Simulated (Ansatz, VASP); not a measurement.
## MgH6: VASP beside Ansatz

```
Mg H
1.0
     3.22280    0.00000    0.00000
    -1.61140    2.79102    0.00000
     0.00000    0.00000    6.21069
Mg H
1 6
Direct
  0.00000 0.00000 0.00000
  0.66667 0.33333 0.71226
  0.66667 0.33333 0.28774
  0.00000 0.00000 0.50000
  0.52308 0.47692 0.00000
  0.52308 0.04616 0.00000
  0.95384 0.47692 0.00000
```

Alike in both runs: task relaxation of cell and atoms; functional PBE; k mesh 6 × 6 × 4; occupations gaussian, width 0.1 eV; no spin polarisation.

|  | VASP | Ansatz |
| --- | --- | --- |
| version | VASP 6.6.1 | Ansatz 0.2.0 |
| potentials or method | VASP PAW PBE potentials, release 64 (Mg, H), cutoff 600 eV | scalar-relativistic, plane waves, PAW |
| valence electrons in the cell | 8 | 16 |

Ansatz gave:

- gap on the k mesh at the Fermi level, each at its own relaxed structure (eV): none
- relaxed volume (Å³/atom): 8.45
- relaxed length of the cell vector where the two differ most in proportion (Å): 4.257

Which values does VASP return?

gap on the k mesh at the Fermi level, each at its own relaxed structure (eV): none; relaxed volume (Å³/atom): 8.17; relaxed length of the cell vector where the two differ most in proportion (Å): 4.184.

A gap of «none» marks a metal or a gap that the smearing closes. VASP's potentials hold 8 valence electrons a cell and Ansatz's 16, so a difference there can come from the potentials and not from the codes.

The k mesh is coarse, so the values compare programs but aren't converged.
